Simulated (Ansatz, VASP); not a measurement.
## Two plane-wave programs on PbSe

Contents of INCAR:

```
ALGO = Normal
EDIFF = 1E-7
EDIFFG = -0.02
ENCUT = 500
GGA = PE
GGA_COMPAT = False
IBRION = 2
ISIF = 3
ISMEAR = 0
IVDW = 12
LASPH = True
LCHARG = False
LREAL = False
LWAVE = False
NELM = 120
NELMIN = 4
NSW = 80
PREC = Accurate
SIGMA = 0.01
```

Contents of KPOINTS:

```
k-points
0
Gamma
  6 6 6
```

Contents of POSCAR:

```
PbSe
1.0
    0.0000000000      3.0606500000      3.0606500000
    3.0606500000      0.0000000000      3.0606500000
    3.0606500000      3.0606500000      0.0000000000
Pb Se
1 1
Direct
    0.0000000000      0.0000000000      0.0000000000
    0.5000000000      0.5000000000      0.5000000000
```

Input for Ansatz:

```yaml
crystal:
  lattice:
    bravais: fcc
    a: 6.1213
  space_group: 225
  atoms:
    - { symbol: Pb, position: [0.0, 0.0, 0.0] }
    - { symbol: Se, position: [0.5, 0.0, 0.0] }
  reduce_to_primitive: true
kpoints:
  mp_grid:
    grid: [6, 6, 6]
hamiltonian:
  xc: pbe
  dispersion: d3bj
scf:
  convergence:
    dr2_threshold: 1.0e-09
  occupations:
    method: fixed
relax:
  f_tol: 0.02
  cell: {}
```

Alike in both runs: task relaxation of cell and atoms; functional PBE; dispersion D3(BJ); k mesh 6 × 6 × 6; no spin polarisation.

```csv
,VASP,Ansatz
version,VASP 6.6.1,Ansatz 0.2.0
potentials or method,"VASP PAW PBE potentials, release 64 (Pb_d, Se)","plane waves, PAW"
plane-wave cutoff (eV),500,420
occupations,"gaussian, width 0.01 eV",fixed
valence electrons in the cell,20,30
```

|  | VASP | Ansatz | Ansatz less VASP |
| --- | --- | --- | --- |
| relaxed volume (Å³/atom) | 28.87 | 28.82 | -0.045 |
| relaxed length of the cell vector where the two differ most in proportion (Å) | 4.338 | 4.336 | -0.0022 |

VASP's potentials hold 20 valence electrons a cell and Ansatz's 30, so a difference there can come from the potentials and not from the codes. Ansatz's warnings: stress scf threshold loose.

Spin-orbit coupling is off throughout.
